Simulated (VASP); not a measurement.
Input of a VASP 6.6.1 run:

File POSCAR:

```
NbBSe4
1.0
    0.0000000000      3.8558274748      3.8558274748
    3.8558274748      0.0000000000      3.8558274748
    3.8558274748      3.8558274748      0.0000000000
Nb B Se
1 1 4
Direct
    0.2500000000      0.2500000000      0.2500000000
    0.0000000000      0.0000000000      0.0000000000
    0.6241845687      0.6241845687      0.6241845687
    0.6241845687      0.6241845687      0.1274462940
    0.6241845687      0.1274462940      0.6241845687
    0.1274462940      0.6241845687      0.6241845687
```

Contents of INCAR.step1:

```
  ALGO = Normal
  EDIFF = 1E-4
  ENCUT = 520
  GGA = PE
  ISMEAR = -1
  LASPH = True
  LCHARG = False
  LREAL = False
  LWAVE = True
  NBANDS = 29
  NELM = 60
  PREC = Accurate
  SIGMA = 0.03
```

The input INCAR.step2:

```
  ALGO = Normal
  BPARAM = 11.95
  CPARAM = 0.0093
  EDIFF = 1E-6
  ENCUT = 520
  ISIF = 2
  ISMEAR = -1
  ISTART = 1
  IVDW_NL = 2
  LASPH = True
  LCHARG = True
  LELF = True
  LMIXTAU = True
  LREAL = False
  LUSE_VDW = True
  LVHAR = True
  LWAVE = False
  METAGGA = R2SCAN
  NBANDS = 29
  NELM = 60
  PREC = Accurate
  SIGMA = 0.03
```

The input KPOINTS:

```
k-points
0
Gamma
  6 6 6
```

Potentials or basis: VASP PAW PBE potentials, release 64 (Nb_sv, B, Se).

Command:

```sh
$ cat potpaw_PBE.64/Nb_sv/POTCAR potpaw_PBE.64/B/POTCAR potpaw_PBE.64/Se/POTCAR > POTCAR
$ cp INCAR.step1 INCAR
$ mpirun -np 1 vasp_std > vasp.out
$ cp INCAR.step2 INCAR
$ mpirun -np 1 vasp_std > vasp.out
```

Question: What does it give for the largest force?

Answer: 0.006 eV/Å.

Question: Predict the pressure.

Answer: 0.2 GPa.

Forces on the atoms (eV/Å):
```
Nb   0.000  0.000  0.000
B    0.000  0.000  0.000
Se   0.003  0.003  0.003
Se  -0.003 -0.003  0.003
Se  -0.003  0.003 -0.003
Se   0.003 -0.003 -0.003
```

Caveat: the PAW data sets were made with another functional, which shifts forces and pressure a little.
